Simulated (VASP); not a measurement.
Here is a VASP 6.6.1 calculation.

POSCAR

```
SrCl2
1.0
    2.4567214836      1.4183888098      4.0153159317
   -2.4567214836      1.4183888098      4.0153159317
    0.0000000000     -2.8367776197      4.0153159316
Sr Cl
1 2
Direct
    0.0000000000      0.0000000000      0.0000000000
    0.2499511381      0.2499511381      0.2499511381
    0.7500488619      0.7500488619      0.7500488619
```

Contents of INCAR.step1:

```
SYSTEM = SrCl2
ALGO = Normal ; EDIFF = 1E-5
ENCUT = 550 ; GGA = PE
GGA_COMPAT = .False. ; ISMEAR = 0
LASPH = .True. ; LCHARG = .False.
LREAL = .False. ; LWAVE = .True.
NBANDS = 19 ; NELM = 120
PREC = Accurate ; SIGMA = 0.01
```

Contents of INCAR.step2:

```
SYSTEM = SrCl2
ALGO = Normal ; EDIFF = 1E-6
ENCUT = 550 ; GGA_COMPAT = .False.
ISIF = 2 ; ISMEAR = 0
ISTART = 1 ; LASPH = .True.
LCHARG = .False. ; LMIXTAU = .True.
LREAL = .False. ; LWAVE = .False.
METAGGA = R2SCAN ; NBANDS = 19
NELM = 120 ; PREC = Accurate
SIGMA = 0.01
```

KPOINTS

```
k-points
0
Gamma
  2 2 2
  0 0 0
```

Potentials or basis: VASP PAW PBE potentials, release 64 (Sr_sv, Cl).

Command:

```console
$ cat potpaw_PBE.64/Sr_sv/POTCAR potpaw_PBE.64/Cl/POTCAR > POTCAR
$ cp INCAR.step1 INCAR
$ mpirun -np 1 vasp_std > vasp.out
$ cp INCAR.step2 INCAR
$ mpirun -np 1 vasp_std > vasp.out
```

Question: Estimate the pressure.

Answer: 1.0 GPa.

Question: What does it give for the band gap on the k mesh?

Answer: 5.97 eV.

Caveat: the k points lie up to 0.78 Å⁻¹ apart; the PAW data sets were made with another functional, which shifts forces and pressure a little. A k mesh can miss the band edges.
